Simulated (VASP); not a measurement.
SrTlF3:

```
Sr Tl F
1.0
     4.05286    0.00000    0.00000
    -2.02643    3.50988    0.00000
     0.00000    0.00000    8.27277
Sr Tl F
1 1 3
Direct
  0.00000 0.00000 0.00000
  0.66667 0.33333 0.50000
  0.00000 0.00000 0.34234
  0.00000 0.00000 0.65766
  0.66667 0.33333 0.00000
```

The cell was built from a structure type or drawn by symmetry, and may not be a known phase.

* Program: VASP 6.6.1
* Task: relaxation of cell and atoms
* Functional: PBE
* Potentials or basis: VASP PAW PBE potentials, release 64 (Sr_sv, Tl_d, F)
* Cutoff: 600 eV
* k mesh: 6 × 6 × 2
* Occupations: gaussian, width 0.1 eV
* Spin: no spin polarisation

At the start: pressure 0.4 GPa; volume 23.54 Å³/atom.

**Question.** Where does the relaxation end?

**Answer.** Over 14 steps the energy falls by 254.9 meV/atom and the volume is 23.71 Å³/atom (+0.8 %); space group P-6m2 (No. 187, to 0.1 Å) before and after.

Step by step:
| step | energy change (eV) | largest force (eV/Å) | pressure (GPa) | volume (Å³) |
| --- | --- | --- | --- | --- |
| 1 | 0.0000 | 2.2128 | 0.42 | 117.68 |
| 2 | -0.8380 | 1.6640 | -1.14 | 118.42 |
| 3 | -1.0862 | 0.2702 | 0.71 | 118.36 |
| 4 | -1.1474 | 0.7894 | -0.72 | 118.52 |
| 5 | -1.1566 | 0.5782 | -0.46 | 118.50 |
| 6 | -1.1566 | 0.5072 | -0.38 | 118.49 |
| 7 | -1.2072 | 0.2257 | 0.13 | 117.43 |
| 8 | -1.2398 | 0.2325 | 1.11 | 115.67 |
| 9 | -1.2712 | 0.0004 | 0.35 | 117.21 |
| 10 | -1.2735 | 0.0805 | 0.06 | 117.83 |
| 11 | -1.2735 | 0.0726 | 0.10 | 117.77 |
| 12 | -1.2735 | 0.0672 | 0.11 | 117.72 |
| 13 | -1.2740 | 0.0478 | 0.05 | 118.03 |
| 14 | -1.2744 | 0.0146 | -0.05 | 118.57 |

Final structure:
```
CELL_PARAMETERS angstrom
4.20087 0.00000 0.00000
-2.10044 3.63806 0.00000
0.00000 0.00000 7.75839
ATOMIC_POSITIONS crystal
Sr 0.00000 0.00000 0.00000
Tl 0.66667 0.33333 0.50000
F 0.00000 0.00000 0.29969
F 0.00000 0.00000 0.70031
F 0.66667 0.33333 0.00000
```
